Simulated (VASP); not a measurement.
# AlAu (Pm-3m) in VASP: notebook, part 2 of 2

VASP 6.6.1.

### 3 Single point, LDA

This run uses another cell than the first one, of 16.25 Å³/atom, 1.032 times its volume.

File INCAR:

```
SYSTEM = AlAu
  PREC = Accurate
  ENCUT = 520
  EDIFF = 1E-7
  ISMEAR = -1
  SIGMA = 0.1
  LREAL = .False.
  LASPH = .True.
  NELM = 60
  ALGO = Normal
  ISIF = 2
  LWAVE = .False.
  LCHARG = .True.
  LELF = .True.
  LVHAR = .True.
  NBANDS = 14
```

File KPOINTS:

```
regular mesh
0
Gamma
  9 9 9
  0 0 0
```

File POSCAR:

```
AlAu
1.0
    3.1913747027      0.0000000000      0.0000000000
    0.0000000000      3.1913747027      0.0000000000
    0.0000000000      0.0000000000      3.1913747027
Al Au
1 1
Direct
    0.0000000000      0.0000000000      0.0000000000
    0.5000000000      0.5000000000      0.5000000000
```

Potentials or basis: VASP PAW LDA potentials, release 64 (Al, Au).

Launch:

```bash
> cat potpaw_LDA.64/Al/POTCAR potpaw_LDA.64/Au/POTCAR > POTCAR
> mpirun -np 1 vasp_std > vasp.out
```

OUTCAR:

```text
SYSTEM = AlAu
   PREC = Accurate
   ENCUT = 520
   EDIFF = 1E-7
   ISMEAR = -1
   LREAL = .False.
   LASPH = .True.
   NELM = 60
   ISIF = 2

 ion  position               nearest neighbor table
   1  0.000  0.000  0.000-   2 2.76   2 2.76   2 2.76   2 2.76   2 2.76   2 2.76   2 2.76   2 2.76

   2  0.500  0.500  0.500-   1 2.76   1 2.76   1 2.76   1 2.76   1 2.76   1 2.76   1 2.76   1 2.76

  LATTYP: Found a simple cubic cell.
 ALAT       =     3.1913747027

  Lattice vectors:

 A1 = (   3.1913747027,   0.0000000000,   0.0000000000)
 A2 = (   0.0000000000,   3.1913747027,   0.0000000000)
 A3 = (   0.0000000000,   0.0000000000,   3.1913747027)

Analysis of symmetry for initial positions (statically):
=====================================================================
 Subroutine PRICEL returns:
 Original cell was already a primitive cell.

 Routine SETGRP: Setting up the symmetry group for a
 simple cubic supercell.

 Subroutine GETGRP returns: Found 48 space group operations
 (whereof 48 operations were pure point group operations)
 out of a pool of 48 trial point group operations.

The static configuration has the point symmetry O_h .

Analysis of symmetry for dynamics (positions and initial velocities):
=====================================================================
 Subroutine PRICEL returns:
 Original cell was already a primitive cell.

 Routine SETGRP: Setting up the symmetry group for a
 simple cubic supercell.

 Subroutine GETGRP returns: Found 48 space group operations
 (whereof 48 operations were pure point group operations)
 out of a pool of 48 trial point group operations.

The dynamic configuration has the point symmetry O_h .

 Subroutine INISYM returns: Found 48 space group operations
 (whereof 48 operations are pure point group operations),
 and found     1 'primitive' translations

----------------------------------------------------------------------------------------

                                     Primitive cell

  volume of cell :      32.5037

  direct lattice vectors                    reciprocal lattice vectors
     3.191374703  0.000000000  0.000000000     0.313344591  0.000000000  0.000000000
     0.000000000  3.191374703  0.000000000     0.000000000  0.313344591  0.000000000
     0.000000000  0.000000000  3.191374703     0.000000000  0.000000000  0.313344591

  length of vectors
     3.191374703  3.191374703  3.191374703     0.313344591  0.313344591  0.313344591

  position of ions in fractional coordinates (direct lattice)
     0.000000000  0.000000000  0.000000000
     0.500000000  0.500000000  0.500000000

  ion indices of the primitive-cell ions
   primitive index   ion index
                 1           1
                 2           2

----------------------------------------------------------------------------------------

 KPOINTS: regular mesh

Automatic generation of k-mesh.
 Grid dimensions read from file:
 generate k-points for:    9    9    9

 Generating k-lattice:

  Cartesian coordinates                     Fractional coordinates (reciprocal lattice)
     0.034816066  0.000000000  0.000000000     0.111111111  0.000000000  0.000000000
     0.000000000  0.034816066  0.000000000     0.000000000  0.111111111  0.000000000
     0.000000000  0.000000000  0.034816066     0.000000000  0.000000000  0.111111111

  Length of vectors
     0.034816066  0.034816066  0.034816066

  Shift w.r.t. Gamma in fractional coordinates (k-lattice)
     0.000000000  0.000000000  0.000000000

 Subroutine IBZKPT returns following result:
 ===========================================

 Found     35 irreducible k-points:

 Following reciprocal coordinates:
            Coordinates               Weight
  0.000000  0.000000  0.000000      1.000000
  0.111111  0.000000  0.000000      6.000000
  0.222222  0.000000  0.000000      6.000000
  0.333333  0.000000  0.000000      6.000000
  0.444444  0.000000  0.000000      6.000000
  0.111111  0.111111  0.000000     12.000000
[... 16 lines left out ...]
  0.333333  0.333333  0.111111     24.000000
  0.444444  0.333333  0.111111     48.000000
 [... further k-points ...]
   k-points           NKPTS =     35   k-points in BZ     NKDIM =     35   number of bands    NBANDS=     14
   number of dos      NEDOS =    301   number of ions     NIONS =      2
   total plane-waves  NPLWV =  13824
   dimension x,y,z NGX =    24 NGY =   24 NGZ =   24
   dimension x,y,z NGXF=    48 NGYF=   48 NGZF=   48
   ions per type =               1   1
   NGX,Y,Z   is equivalent  to a cutoff of  12.50, 12.50, 12.50 a.u.
   NGXF,Y,Z  is equivalent  to a cutoff of  25.00, 25.00, 25.00 a.u.
 SYSTEM =  AlAu
   PREC   = accura    normal or accurate (medium, high low for compatibility)
   ISTART =      0    job   : 0-new  1-cont  2-samecut
   ICHARG =      2    charge: 1-file 2-atom 10-const
   ISPIN  =      1    spin polarized calculation?
   LNONCOLLINEAR =      F non collinear calculations
   LSORBIT =      F    spin-orbit coupling
   LASPH  =      T    aspherical Exc in radial PAW
   ENCUT  =  520.0 eV  38.22 Ry    6.18 a.u.   5.93  5.93  5.93*2*pi/ulx,y,z
   NELM   =     60;   NELMIN=  2; NELMDL= -5     # of ELM steps
   EDIFF  = 0.1E-06   stopping-criterion for ELM
   LREAL  =      F    real-space projection
   EDIFFG = 0.1E-05   stopping-criterion for IOM
   NSW    =      0    number of steps for IOM
   IBRION =     -1    ionic relax: 0-MD 1-quasi-New 2-CG
   NFREE  =      0    steps in history (QN), initial steepest desc. (CG)
   ISIF   =      2    stress and relaxation
   ISYM   =      2    0-nonsym 1-usesym 2-fastsym
   POTIM  = 0.5000    time-step for ionic-motion
   TEBEG  =    0.0;   TEEND  =   0.0 temperature during run
   PSTRESS=    0.0 pullay stress
   NELECT =      14.0000    total number of electrons
   NUPDOWN=      -1.0000    fix difference up-down
   EMIN   =  10.00;   EMAX   =-10.00  energy-range for DOS
   EFERMI =   0.00;   METHOD = LEGACY
   ISMEAR =    -1;   SIGMA  =   0.10  broadening in eV -4-tet -1-fermi 0-gaus
   EFERMI_NEDOS =   21; number of points for ismear=-14 and -15
   IALGO  =     38    algorithm
   IMIX   =      4    mixing-type and parameters
     AMIX     =   0.40;   BMIX     =  1.00
     AMIX_MAG =   1.60;   BMIX_MAG =  1.00
  volume/ion in A,a.u.               =      16.25       109.67
  Fermi-wavevector in a.u.,A,eV,Ry     =   1.236345  2.336353 20.797174  1.528549
  Thomas-Fermi vector in A             =   2.370957
   LORBIT       =      0    0 simple, 1 ext, 2 COOP (PROOUT), +10 PAW based schemes
   GGA     = CA    functional components
   LHFCALC =     F    Hartree Fock is set to
   AEXX    =    0.0000 exact exchange contribution
   IVDW    =     0    specifies the selected vdW correction
   LEPSILON=     F    determine dielectric tensor
   LRPA    =     F    only Hartree local field effects (RPA)
 non-spin polarized calculation
  energy-cutoff  :      520.00
  volume of cell :       32.50
 maximum number of plane-waves:       895
 NGX is ok and might be reduce to    24
   NGX = 11   NGY = 11   NGZ = 11

 number of electron      14.0000003 magnetization

 Free energy of the ion-electron system (eV)
  ---------------------------------------------------
  ext. energy  EPLUGINS =         0.00000000
  ---------------------------------------------------
  free energy    TOTEN  =        -9.21983077 eV

  energy without entropy =       -9.19550793  energy(sigma->0) =       -9.20766935

 E-fermi :   9.7681     XC(G=0): -11.8416

 val. band max:        9.6820229368   @ k =   0.3333   0.3333   0.0000
 cond. band min:       9.7945521930   @ k =   0.4444   0.4444   0.3333
 fundamental gap:      0.1125292562
 Fermi energy:         9.7680667518

 k-point     1 :       0.0000    0.0000    0.0000
  band No.  band energies     occupation
      1      -1.7764      2.00000
      2       2.9994      2.00000
      3       2.9994      2.00000
      4       4.9790      2.00000
      5       4.9790      2.00000
      6       4.9790      2.00000
      7      12.6296      0.00000
      8      12.6296      0.00000
      9      12.6296      0.00000
     10      16.6693      0.00000
     11      17.3586      0.00000
     12      17.3586      0.00000
     13      26.5765      0.00000
     14      26.5765      0.00000
[... 375 lines left out ...]
 k-point    24 :       0.4444    0.3333    0.1111
  band No.  band energies     occupation
      1       1.7507      2.00000
      2       2.9339      2.00000
      3       3.8369      2.00000
      4       4.0841      2.00000
      5       4.7258      2.00000
      6       5.6300      2.00000
      7       7.1575      2.00000
      8      10.5274      0.00101
      9      12.2202      0.00000
     10      15.7316      0.00000
     11      18.2344      0.00000
     12      19.6379      0.00000
     13      21.7779      0.00000
     14      23.5309      0.00000

 [... further k-points ...]
[... 5 lines left out ...]
  --------------------------------------------------------------------------------------
  -------------------------------------------------------------------------------------
  Total       -0.9231860     -0.9231860     -0.9231860      0.0000000     -0.0000000     -0.0000000
  in kB      -45.5057649    -45.5057649    -45.5057649      0.0000000     -0.0000000     -0.0000000
  external PRESSURE =     -45.5057649 kB  Pullay stress =       0.0000000 kB

 VOLUME and BASIS-vectors are now :
 -----------------------------------------------------------------------------
  energy-cutoff  :      520.00
  volume of cell :       32.50
      direct lattice vectors                 reciprocal lattice vectors
     3.191374703  0.000000000  0.000000000     0.313344591  0.000000000  0.000000000
     0.000000000  3.191374703  0.000000000     0.000000000  0.313344591  0.000000000
     0.000000000  0.000000000  3.191374703     0.000000000  0.000000000  0.313344591

 POSITION                                       TOTAL-FORCE (eV/Angst)
 -----------------------------------------------------------------------------------
      0.00000      0.00000      0.00000         0.000000      0.000000      0.000000
      1.59569      1.59569      1.59569         0.000000      0.000000      0.000000
 -----------------------------------------------------------------------------------
    total drift:                                0.000000     -0.000000     -0.000000

  FREE ENERGIE OF THE ION-ELECTRON SYSTEM (eV)
  ---------------------------------------------------
  free  energy   TOTEN  =        -9.2198307710 eV

  energy  without entropy=       -9.1955079326  energy(sigma->0) =       -9.20766935
```

OSZICAR:

```text
N       E                     dE             d eps       ncg     rms          rms(c)
DAV:   1     0.509977398262E+02    0.50998E+02   -0.64941E+03  1028   0.879E+02
DAV:   2    -0.897004127127E+01   -0.59968E+02   -0.54896E+02  1184   0.179E+02
DAV:   3    -0.100744538215E+02   -0.11044E+01   -0.11001E+01  1166   0.226E+01
DAV:   4    -0.100793603525E+02   -0.49065E-02   -0.49061E-02  1202   0.188E+00
DAV:   5    -0.100794056358E+02   -0.45283E-04   -0.45283E-04  1142   0.179E-01    0.881E+00
DAV:   6    -0.928919211759E+01    0.79021E+00   -0.30671E+00  1046   0.156E+01    0.534E+00
DAV:   7    -0.924178355440E+01    0.47409E-01   -0.54207E-02  1034   0.224E+00    0.288E+00
DAV:   8    -0.922007100963E+01    0.21713E-01   -0.14949E-02  1148   0.756E-01    0.324E-01
DAV:   9    -0.921987631526E+01    0.19469E-03   -0.45225E-04  1178   0.175E-01    0.112E-01
DAV:  10    -0.921983057361E+01    0.45742E-04   -0.10747E-04  1166   0.813E-02    0.180E-02
DAV:  11    -0.921983082287E+01   -0.24925E-06   -0.13683E-06  1172   0.748E-03    0.743E-03
DAV:  12    -0.921983077098E+01    0.51882E-07   -0.46389E-08   918   0.144E-03
   1 F= -.92198308E+01 E0= -.92076694E+01  d E =-.243228E-01
```

Wall time 6.3 s (1 thread of Intel Xeon Platinum 8488C (Sapphire Rapids), shared host); peak memory 0.14 GiB.

Results:

- Free energy: -9.2198 eV
- Pressure: -4.6 GPa
- Band gap on the k mesh: zero (band 7 reaches 12.63 eV, above the bottom of band 8 at 9.00 eV)

Caveat: spin-orbit coupling is left out, which moves the levels of the heavy elements.

### 4 Single point, LDA

This run uses another cell than the first one, of 16.75 Å³/atom, 1.064 times its volume.

File INCAR:

```
PREC     = Accurate       # precision mode
ENCUT    = 520            # plane-wave cutoff, eV
EDIFF    = 1E-6           # SCF threshold, eV
ISMEAR   = -1             # smearing method
SIGMA    = 0.1            # smearing width, eV
LREAL    = False          # projectors in reciprocal space
LASPH    = True           # aspherical terms in the spheres
NELM     = 100            # most SCF steps
ALGO     = Normal         # electronic algorithm
ISIF     = 2              # what is computed and relaxed
LWAVE    = False          # write WAVECAR
LCHARG   = False          # write CHGCAR
NBANDS   = 14             # bands
```

File KPOINTS:

```
Automatic mesh
0
Gamma
  9 9 9
```

File POSCAR:

```
AlAu
1.0
    3.2239420000      0.0000000000      0.0000000000
    0.0000000000      3.2239420000      0.0000000000
    0.0000000000      0.0000000000      3.2239420000
Al Au
1 1
Direct
    0.0000000000      0.0000000000      0.0000000000
    0.5000000000      0.5000000000      0.5000000000
```

Launch:

```bash
> cat potpaw_LDA.64/Al/POTCAR potpaw_LDA.64/Au/POTCAR > POTCAR
> mpirun -np 1 vasp_std > vasp.out
```

It took 6.9 s on 1 thread of Intel Xeon Platinum 8488C (Sapphire Rapids), shared host; peak memory 0.14 GiB.

It converged, with:

```
Free energy            : -9.1815 eV
Pressure               : -7.7 GPa
Band gap on the k mesh : zero (band 7 reaches 12.17 eV, above the bottom of band 8 at 8.54 eV)
```

Levels at points of the mesh, in eV from the Fermi level:
| k point | band 3 | band 4 | band 5 | band 6 | band 7 | band 8 | band 9 | band 10 | band 11 | band 12 |
| --- | --- | --- | --- | --- | --- | --- | --- | --- | --- | --- |
| (0.00, 0.00, 0.00) | -6.51 | -4.64 | -4.64 | -4.64 | 2.89 | 2.89 | 2.89 | 6.59 | 7.56 | 7.56 |

Caveat: spin-orbit coupling is left out, which moves the levels of the heavy elements.

### 5 Single point, LDA

This run uses another cell than the first one, of 17.26 Å³/atom, 1.096 times its volume.

File INCAR:

```
  ALGO = Normal
  EDIFF = 1E-6
  ENCUT = 520
  GGA = CA
  ISIF = 2
  ISMEAR = -1
  LASPH = T
  LCHARG = F
  LREAL = F
  LWAVE = F
  NBANDS = 14
  NELM = 80
  PREC = Accurate
  SIGMA = 0.1
```

File KPOINTS:

```
k-points
0
Gamma
  9 9 9
```

File POSCAR:

```
AlAu
1.0
    3.2558642939      0.0000000000      0.0000000000
    0.0000000000      3.2558642939      0.0000000000
    0.0000000000      0.0000000000      3.2558642939
Al Au
1 1
Direct
    0.0000000000      0.0000000000      0.0000000000
    0.5000000000      0.5000000000      0.5000000000
```

Potentials or basis: VASP PAW LDA potentials, release 64 (Al, Au).

Launch:

```bash
> cat potpaw_LDA.64/Al/POTCAR potpaw_LDA.64/Au/POTCAR > POTCAR
> mpirun -np 1 vasp_std > vasp.out
```

OUTCAR:

```text
EDIFF = 1E-6
   ENCUT = 520
   GGA = CA
   ISIF = 2
   ISMEAR = -1
   LASPH = T
   LREAL = F
   NELM = 80
   PREC = Accurate

 ion  position               nearest neighbor table
   1  0.000  0.000  0.000-   2 2.82   2 2.82   2 2.82   2 2.82   2 2.82   2 2.82   2 2.82   2 2.82

   2  0.500  0.500  0.500-   1 2.82   1 2.82   1 2.82   1 2.82   1 2.82   1 2.82   1 2.82   1 2.82

  LATTYP: Found a simple cubic cell.
 ALAT       =     3.2558642939

  Lattice vectors:
[... 584 lines left out ...]
      7       6.3978      2.00000
      8       9.5813      0.00114
      9      11.1592      0.00000
     10      14.6478      0.00000
     11      17.1043      0.00000
     12      18.5344      0.00000
     13      20.5720      0.00000
     14      22.2232      0.00000

 [... further k-points ...]
[... 5 lines left out ...]
  --------------------------------------------------------------------------------------
  -------------------------------------------------------------------------------------
  Total       -2.1790822     -2.1790822     -2.1790822      0.0000000     -0.0000000     -0.0000000
  in kB     -101.1545239   -101.1545239   -101.1545239      0.0000000     -0.0000000     -0.0000000
  external PRESSURE =    -101.1545239 kB  Pullay stress =       0.0000000 kB

 VOLUME and BASIS-vectors are now :
 -----------------------------------------------------------------------------
  energy-cutoff  :      520.00
  volume of cell :       34.51
      direct lattice vectors                 reciprocal lattice vectors
     3.255864294  0.000000000  0.000000000     0.307138108  0.000000000  0.000000000
     0.000000000  3.255864294  0.000000000     0.000000000  0.307138108  0.000000000
     0.000000000  0.000000000  3.255864294     0.000000000  0.000000000  0.307138108

 POSITION                                       TOTAL-FORCE (eV/Angst)
 -----------------------------------------------------------------------------------
      0.00000      0.00000      0.00000         0.000000      0.000000      0.000000
      1.62793      1.62793      1.62793         0.000000      0.000000      0.000000
 -----------------------------------------------------------------------------------
    total drift:                                0.000000     -0.000000     -0.000000

  FREE ENERGIE OF THE ION-ELECTRON SYSTEM (eV)
  ---------------------------------------------------
  free  energy   TOTEN  =        -9.1256834532 eV

  energy  without entropy=       -9.0970199209  energy(sigma->0) =       -9.11135169
```

OSZICAR:

```text
N       E                     dE             d eps       ncg     rms          rms(c)
DAV:   1     0.523566312567E+02    0.52357E+02   -0.62713E+03   988   0.872E+02
DAV:   2    -0.872371456897E+01   -0.61080E+02   -0.54908E+02  1190   0.175E+02
DAV:   3    -0.991784355769E+01   -0.11941E+01   -0.11894E+01  1202   0.232E+01
DAV:   4    -0.992319759133E+01   -0.53540E-02   -0.53538E-02  1172   0.194E+00
DAV:   5    -0.992324840878E+01   -0.50817E-04   -0.50817E-04  1244   0.191E-01    0.772E+00
DAV:   6    -0.919220002825E+01    0.73105E+00   -0.30308E+00  1040   0.151E+01    0.489E+00
DAV:   7    -0.914612994036E+01    0.46070E-01   -0.59934E-02  1028   0.234E+00    0.262E+00
DAV:   8    -0.912596751382E+01    0.20162E-01   -0.16517E-02  1142   0.759E-01    0.335E-01
DAV:   9    -0.912574925428E+01    0.21826E-03   -0.48828E-04  1178   0.180E-01    0.133E-01
DAV:  10    -0.912568303073E+01    0.66224E-04   -0.12658E-04  1094   0.837E-02    0.151E-02
DAV:  11    -0.912568345324E+01   -0.42250E-06   -0.21206E-06  1244   0.893E-03
   1 F= -.91256835E+01 E0= -.91113517E+01  d E =-.286635E-01
```

Wall time 5.1 s (1 thread of Intel Xeon Platinum 8488C (Sapphire Rapids), shared host); peak memory 0.14 GiB.

What came out:

```
Free energy            : -9.1257 eV
Pressure               : -10.1 GPa
Band gap on the k mesh : zero (band 7 reaches 11.74 eV, above the bottom of band 8 at 8.11 eV)
```

Caveat: spin-orbit coupling is left out, which moves the levels of the heavy elements.

### 6 Single point, LDA

This run uses another cell than the first one, of 17.76 Å³/atom, 1.128 times its volume.

File INCAR:

```
PREC = Accurate
ENCUT = 520
EDIFF = 1E-7
ISMEAR = -1
SIGMA = 0.1
LREAL = False
LASPH = True
NELM = 100
ALGO = Normal
ISIF = 2
LWAVE = False
LCHARG = True
GGA = CA
LELF = True
LVHAR = True
NBANDS = 14
```

File KPOINTS:

```
Automatic mesh
0
Gamma
  9 9 9
```

File POSCAR:

```
AlAu
1.0
    3.2871726019      0.0000000000      0.0000000000
    0.0000000000      3.2871726019      0.0000000000
    0.0000000000      0.0000000000      3.2871726019
Al Au
1 1
Direct
    0.0000000000      0.0000000000      0.0000000000
    0.5000000000      0.5000000000      0.5000000000
```

Potentials or basis: VASP PAW LDA potentials, release 64 (Al, Au).

Launch:

```bash
> cat potpaw_LDA.64/Al/POTCAR potpaw_LDA.64/Au/POTCAR > POTCAR
> mpirun -np 1 vasp_std > vasp.out
```

Wall time 5.6 s (1 thread of Intel Xeon Platinum 8488C (Sapphire Rapids), shared host); peak memory 0.14 GiB.

Results (log left out):

| Property | Result |
| --- | --- |
| Free energy | -9.0562 eV |
| Pressure | -12.0 GPa |
| Band gap on the k mesh | zero (band 7 reaches 11.33 eV, above the bottom of band 8 at 7.70 eV) |

Levels at points of the mesh, in eV from the Fermi level:
```tsv
k point	band 4	band 5	band 6	band 7	band 8	band 9	band 10	band 11
(0.00, 0.00, 0.00)	-4.38	-4.38	-4.38	2.91	2.91	2.91	6.02	7.49
```

Caveat: spin-orbit coupling is left out, which moves the levels of the heavy elements.

### 7 Summary

```tsv
cell	gap on the mesh (eV)	pressure (GPa)
a = 3.158 Å, 2 atoms	none	-0.6
a = 3.191 Å, 2 atoms	none	-4.6
a = 3.224 Å, 2 atoms	none	-7.7
a = 3.256 Å, 2 atoms	none	-10.1
a = 3.287 Å, 2 atoms	none	-12.0
```

Alike in all rows: task single point; level LDA; potentials or basis VASP PAW LDA potentials, release 64 (Al, Au); no spin polarisation; k mesh 9 × 9 × 9; cutoff (eV) 520; smearing fermi-dirac 0.1 eV.

Caveats: spin-orbit coupling is left out, which moves the levels of the heavy elements.

Absolute energies hang on the potentials; compare differences alone.
